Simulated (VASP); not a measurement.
# Hg3Pt (Pm-3m) in VASP: further runs

Hg3Pt is run at these levels: PBE; tasks: single point.

Everything below comes from runs of VASP 6.6.1. Logs are shortened: lines on timing, memory, paths and dates and some standing lists are left out, and cuts for length are marked.

## 1. The cell of the first run

It takes space group Pm-3m (No. 221, cubic). Conventional cell: a = 4.344 Å, b = 4.344 Å, c = 4.344 Å, α = 90.00°, β = 90.00°, γ = 90.00°. Within 4.0 Å of Hg (site symmetry 4/mmm) lie 8 Hg at 3.07 Å and 4 Pt at 3.07 Å. Pt (site symmetry m-3m) has 12 Hg at 3.07 Å within 4.0 Å.

## 2. Single point, PBE

Input file INCAR:

```
PREC = Accurate
ENCUT = 520
EDIFF = 1E-6
ISMEAR = -1
SIGMA = 0.1
LREAL = F
LASPH = T
NELM = 60
ALGO = Normal
ISIF = 2
LWAVE = F
LCHARG = T
GGA = PE
LELF = T
LVHAR = T
NBANDS = 31
```

Input file KPOINTS:

```
regular mesh
0
Gamma
  3 3 3
```

Input file POSCAR:

```
Hg3Pt
1.0
    4.3442210000      0.0000000000      0.0000000000
    0.0000000000      4.3442210000      0.0000000000
    0.0000000000      0.0000000000      4.3442210000
Hg Pt
3 1
Direct
    0.0000000000      0.5000000000      0.5000000000
    0.5000000000      0.0000000000      0.5000000000
    0.5000000000      0.5000000000      0.0000000000
    0.0000000000      0.0000000000      0.0000000000
```

Potentials or basis: VASP PAW PBE potentials, release 64 (Hg, Pt).

Run with:

```sh
> cat potpaw_PBE.64/Hg/POTCAR potpaw_PBE.64/Pt/POTCAR > POTCAR
> mpirun -np 1 vasp_std > vasp.out
```

OUTCAR:

```text
PREC = Accurate
   ENCUT = 520
   EDIFF = 1E-6
   ISMEAR = -1
   LREAL = F
   LASPH = T
   NELM = 60
   ISIF = 2
   GGA = PE

 ion  position               nearest neighbor table
   1  0.000  0.500  0.500-   2 3.07   3 3.07   4 3.07   3 3.07   4 3.07   2 3.07   4 3.07   4 3.07
                             2 3.07   3 3.07   3 3.07   2 3.07
   2  0.500  0.000  0.500-   1 3.07   3 3.07   4 3.07   3 3.07   4 3.07   1 3.07   3 3.07   3 3.07
                             1 3.07   4 3.07   4 3.07   1 3.07
   3  0.500  0.500  0.000-   1 3.07   2 3.07   4 3.07   1 3.07   2 3.07   2 3.07   4 3.07   2 3.07
                             1 3.07   4 3.07   1 3.07   4 3.07
   4  0.000  0.000  0.000-   1 3.07   2 3.07   3 3.07   1 3.07   2 3.07   1 3.07   3 3.07   1 3.07
                             2 3.07   3 3.07   2 3.07   3 3.07

  LATTYP: Found a simple cubic cell.
 ALAT       =     4.3442210000

  Lattice vectors:

 A1 = (   4.3442210000,   0.0000000000,   0.0000000000)
 A2 = (   0.0000000000,   4.3442210000,   0.0000000000)
 A3 = (   0.0000000000,   0.0000000000,   4.3442210000)

Analysis of symmetry for initial positions (statically):
=====================================================================
 Subroutine PRICEL returns:
 Original cell was already a primitive cell.

 Routine SETGRP: Setting up the symmetry group for a
 simple cubic supercell.

 Subroutine GETGRP returns: Found 48 space group operations
 (whereof 48 operations were pure point group operations)
 out of a pool of 48 trial point group operations.

The static configuration has the point symmetry O_h .

Analysis of symmetry for dynamics (positions and initial velocities):
=====================================================================
 Subroutine PRICEL returns:
 Original cell was already a primitive cell.

 Routine SETGRP: Setting up the symmetry group for a
 simple cubic supercell.

 Subroutine GETGRP returns: Found 48 space group operations
 (whereof 48 operations were pure point group operations)
 out of a pool of 48 trial point group operations.

The dynamic configuration has the point symmetry O_h .

 Subroutine INISYM returns: Found 48 space group operations
 (whereof 48 operations are pure point group operations),
 and found     1 'primitive' translations

----------------------------------------------------------------------------------------

                                     Primitive cell
[... 72 lines left out ...]
   ENCUT  =  520.0 eV  38.22 Ry    6.18 a.u.   8.08  8.08  8.08*2*pi/ulx,y,z
   NELM   =     60;   NELMIN=  2; NELMDL= -5     # of ELM steps
   EDIFF  = 0.1E-05   stopping-criterion for ELM
   LREAL  =      F    real-space projection
   EDIFFG = 0.1E-04   stopping-criterion for IOM
   NSW    =      0    number of steps for IOM
   IBRION =     -1    ionic relax: 0-MD 1-quasi-New 2-CG
   NFREE  =      0    steps in history (QN), initial steepest desc. (CG)
   ISIF   =      2    stress and relaxation
   ISYM   =      2    0-nonsym 1-usesym 2-fastsym
   POTIM  = 0.5000    time-step for ionic-motion
   TEBEG  =    0.0;   TEEND  =   0.0 temperature during run
   PSTRESS=    0.0 pullay stress
   NELECT =      46.0000    total number of electrons
   NUPDOWN=      -1.0000    fix difference up-down
   EMIN   =  10.00;   EMAX   =-10.00  energy-range for DOS
   EFERMI =   0.00;   METHOD = LEGACY
   ISMEAR =    -1;   SIGMA  =   0.10  broadening in eV -4-tet -1-fermi 0-gaus
   EFERMI_NEDOS =   21; number of points for ismear=-14 and -15
   IALGO  =     38    algorithm
   IMIX   =      4    mixing-type and parameters
     AMIX     =   0.40;   BMIX     =  1.00
     AMIX_MAG =   1.60;   BMIX_MAG =  1.00
  volume/ion in A,a.u.               =      20.50       138.32
  Fermi-wavevector in a.u.,A,eV,Ry     =   1.350254  2.551610 24.805956  1.823186
  Thomas-Fermi vector in A             =   2.477774
   LORBIT       =      0    0 simple, 1 ext, 2 COOP (PROOUT), +10 PAW based schemes
   GGA     = PE    functional components
   LHFCALC =     F    Hartree Fock is set to
   AEXX    =    0.0000 exact exchange contribution
   IVDW    =     0    specifies the selected vdW correction
   LEPSILON=     F    determine dielectric tensor
   LRPA    =     F    only Hartree local field effects (RPA)
 non-spin polarized calculation
  energy-cutoff  :      520.00
  volume of cell :       81.99
 maximum number of plane-waves:      2223
   NGX = 17   NGY = 17   NGZ = 17

 number of electron      45.9999994 magnetization

 Free energy of the ion-electron system (eV)
  ---------------------------------------------------
  ext. energy  EPLUGINS =         0.00000000
  ---------------------------------------------------
  free energy    TOTEN  =        -5.91524589 eV

  energy without entropy =       -5.87655449  energy(sigma->0) =       -5.89590019

 E-fermi :   4.4512     XC(G=0): -11.6764

 val. band max:        4.1656691479   @ k =   0.3333   0.3333   0.3333
 cond. band min:       4.5694876632   @ k =   0.0000   0.0000   0.0000
 fundamental gap:      0.4038185153
 Fermi energy:         4.4511850464

 k-point     1 :       0.0000    0.0000    0.0000
  band No.  band energies     occupation
      1      -5.1431      2.00000
      2      -3.9982      2.00000
      3      -3.7385      2.00000
      4      -3.7385      2.00000
      5      -3.7385      2.00000
      6      -3.4786      2.00000
[... 125 lines left out ...]
     30      14.9695      0.00000
     31      15.7568      0.00000

------------------------ aborting loop because EDIFF is reached ----------------------------------------

  FORCE on cell =-STRESS in cart. coord.  units (eV):
  Direction    XX          YY          ZZ          XY          YZ          ZX
  --------------------------------------------------------------------------------------
  -------------------------------------------------------------------------------------
  Total       -0.3143731     -0.3143731     -0.3143731     -0.0000000      0.0000000      0.0000000
  in kB       -6.1435624     -6.1435624     -6.1435624     -0.0000000      0.0000000      0.0000000
  external PRESSURE =      -6.1435624 kB  Pullay stress =       0.0000000 kB

 VOLUME and BASIS-vectors are now :
 -----------------------------------------------------------------------------
  energy-cutoff  :      520.00
  volume of cell :       81.99
      direct lattice vectors                 reciprocal lattice vectors
     4.344221000  0.000000000  0.000000000     0.230190867  0.000000000  0.000000000
     0.000000000  4.344221000  0.000000000     0.000000000  0.230190867  0.000000000
     0.000000000  0.000000000  4.344221000     0.000000000  0.000000000  0.230190867

 POSITION                                       TOTAL-FORCE (eV/Angst)
 -----------------------------------------------------------------------------------
      0.00000      2.17211      2.17211         0.000000      0.000000      0.000000
      2.17211      0.00000      2.17211         0.000000      0.000000      0.000000
      2.17211      2.17211      0.00000         0.000000      0.000000      0.000000
      0.00000      0.00000      0.00000         0.000000      0.000000      0.000000
 -----------------------------------------------------------------------------------
    total drift:                                0.000000     -0.000000     -0.000000

  FREE ENERGIE OF THE ION-ELECTRON SYSTEM (eV)
  ---------------------------------------------------
  free  energy   TOTEN  =        -5.9152458884 eV

  energy  without entropy=       -5.8765544893  energy(sigma->0) =       -5.89590019
```

It took 22 s on 1 thread of Intel Xeon 8259CL, shared host; peak memory 0.17 GiB.

Results:

* Free energy: -5.9152 eV
* Pressure: -0.6 GPa
* Band gap on the k mesh: zero (bands 23 and 24 overlap by 1.72 eV)

Levels at points of the mesh, in eV from the Fermi level:
| k point | band 20 | band 21 | band 22 | band 23 | band 24 | band 25 |
| --- | --- | --- | --- | --- | --- | --- |
| (0.00, 0.00, 0.00) | -1.17 | -1.17 | 0.12 | 0.12 | 0.12 | 2.32 |

Caveat: the k points lie up to 0.48 Å⁻¹ apart, too coarse for converged energies and pressures of a metal; spin-orbit coupling is left out, which moves the levels of the heavy elements.

## 3. Single point, PBE

Edit INCAR of step 2 so:

```diff
@@ -11,6 +11,4 @@
 LWAVE = F
-LCHARG = T
+LCHARG = F
 GGA = PE
-LELF = T
-LVHAR = T
 NBANDS = 31
```

Input file KPOINTS:

```
Automatic mesh
0
Gamma
  5 5 5
```

POSCAR is that of step 2.

Potentials or basis: VASP PAW PBE potentials, release 64 (Hg, Pt).

Run with:

```sh
> cat potpaw_PBE.64/Hg/POTCAR potpaw_PBE.64/Pt/POTCAR > POTCAR
> mpirun -np 1 vasp_std > vasp.out
```

OUTCAR:

```text
PREC = Accurate
   ENCUT = 520
   EDIFF = 1E-6
   ISMEAR = -1
   LREAL = F
   LASPH = T
   NELM = 60
   ISIF = 2
   GGA = PE

 ion  position               nearest neighbor table
   1  0.000  0.500  0.500-   2 3.07   3 3.07   4 3.07   3 3.07   4 3.07   2 3.07   4 3.07   4 3.07
                             2 3.07   3 3.07   3 3.07   2 3.07
   2  0.500  0.000  0.500-   1 3.07   3 3.07   4 3.07   3 3.07   4 3.07   1 3.07   3 3.07   3 3.07
                             1 3.07   4 3.07   4 3.07   1 3.07
   3  0.500  0.500  0.000-   1 3.07   2 3.07   4 3.07   1 3.07   2 3.07   2 3.07   4 3.07   2 3.07
                             1 3.07   4 3.07   1 3.07   4 3.07
   4  0.000  0.000  0.000-   1 3.07   2 3.07   3 3.07   1 3.07   2 3.07   1 3.07   3 3.07   1 3.07
                             2 3.07   3 3.07   2 3.07   3 3.07

  LATTYP: Found a simple cubic cell.
 ALAT       =     4.3442210000

  Lattice vectors:

 A1 = (   4.3442210000,   0.0000000000,   0.0000000000)
 A2 = (   0.0000000000,   4.3442210000,   0.0000000000)
 A3 = (   0.0000000000,   0.0000000000,   4.3442210000)

Analysis of symmetry for initial positions (statically):
=====================================================================
[... 162 lines left out ...]
 val. band max:        4.6650191962   @ k =   0.4000   0.2000   0.0000
 cond. band min:       4.9152978753   @ k =   0.4000   0.2000   0.2000
 fundamental gap:      0.2502786791
 Fermi energy:         4.6674828321

 k-point     1 :       0.0000    0.0000    0.0000
  band No.  band energies     occupation
      1      -5.1320      2.00000
      2      -3.9884      2.00000
      3      -3.7219      2.00000
      4      -3.7219      2.00000
      5      -3.7219      2.00000
      6      -3.4660      2.00000
[... 329 lines left out ...]
     30      16.7960      0.00000
     31      17.3657      0.00000

------------------------ aborting loop because EDIFF is reached ----------------------------------------

  FORCE on cell =-STRESS in cart. coord.  units (eV):
  Direction    XX          YY          ZZ          XY          YZ          ZX
  --------------------------------------------------------------------------------------
  -------------------------------------------------------------------------------------
  Total       -0.2437464     -0.2437464     -0.2437464     -0.0000000     -0.0000000      0.0000000
  in kB       -4.7633563     -4.7633563     -4.7633563     -0.0000000     -0.0000000      0.0000000
  external PRESSURE =      -4.7633563 kB  Pullay stress =       0.0000000 kB

 VOLUME and BASIS-vectors are now :
 -----------------------------------------------------------------------------
  energy-cutoff  :      520.00
  volume of cell :       81.99
      direct lattice vectors                 reciprocal lattice vectors
     4.344221000  0.000000000  0.000000000     0.230190867  0.000000000  0.000000000
     0.000000000  4.344221000  0.000000000     0.000000000  0.230190867  0.000000000
     0.000000000  0.000000000  4.344221000     0.000000000  0.000000000  0.230190867

 POSITION                                       TOTAL-FORCE (eV/Angst)
 -----------------------------------------------------------------------------------
      0.00000      2.17211      2.17211         0.000000      0.000000      0.000000
      2.17211      0.00000      2.17211         0.000000      0.000000      0.000000
      2.17211      2.17211      0.00000         0.000000      0.000000      0.000000
      0.00000      0.00000      0.00000         0.000000      0.000000      0.000000
 -----------------------------------------------------------------------------------
    total drift:                                0.000000     -0.000000     -0.000000

  FREE ENERGIE OF THE ION-ELECTRON SYSTEM (eV)
  ---------------------------------------------------
  free  energy   TOTEN  =        -5.8063599469 eV

  energy  without entropy=       -5.7373221386  energy(sigma->0) =       -5.77184104
```

OSZICAR:

```text
N       E                     dE             d eps       ncg     rms          rms(c)
DAV:   1     0.375239762522E+03    0.37524E+03   -0.23421E+04   620   0.146E+03
DAV:   2     0.529103673684E+01   -0.36995E+03   -0.35080E+03   655   0.380E+02
DAV:   3    -0.630406597722E+01   -0.11595E+02   -0.11418E+02   711   0.728E+01
DAV:   4    -0.636512738718E+01   -0.61061E-01   -0.61018E-01   697   0.461E+00
DAV:   5    -0.636556281029E+01   -0.43542E-03   -0.43541E-03   718   0.446E-01    0.109E+01
DAV:   6    -0.589782156322E+01    0.46774E+00   -0.17349E+00   706   0.124E+01    0.914E+00
DAV:   7    -0.583185601649E+01    0.65966E-01   -0.48828E-01   655   0.393E+00    0.496E+00
DAV:   8    -0.580769052543E+01    0.24165E-01   -0.10973E-01   669   0.250E+00    0.124E+00
DAV:   9    -0.580641860698E+01    0.12719E-02   -0.14506E-02   676   0.122E+00    0.232E-01
DAV:  10    -0.580632132790E+01    0.97279E-04   -0.35263E-04   690   0.114E-01    0.109E-01
DAV:  11    -0.580636093673E+01   -0.39609E-04   -0.87593E-05   669   0.685E-02    0.119E-02
DAV:  12    -0.580635994687E+01    0.98986E-06   -0.46231E-06   658   0.173E-02
   1 F= -.58063599E+01 E0= -.57718410E+01  d E =-.690378E-01
```

stdout:

```text
POSCAR found type information on POSCAR HgPt
 POSCAR found :  2 types and       4 ions
 scaLAPACK will be used
 LDA part: xc-table for (Slater+PW92), standard interpolation
 POSCAR, INCAR and KPOINTS ok, starting setup
 FFT: planning ... GRIDC
 FFT: planning ... GRID_SOFT
 FFT: planning ... GRID
 WAVECAR not read
 entering main loop
```

It took 28 s on 1 thread of Intel Xeon 8259CL, shared host; peak memory 0.18 GiB.

What came out:

```yaml
Free_energy: -5.8064 eV
Pressure: -0.5 GPa
Band_gap_on_the_k_mesh: zero (bands 23 and 24 overlap by 1.98 eV)
```

Caveat: spin-orbit coupling is left out, which moves the levels of the heavy elements.

(Continued in part 2 of 2.)
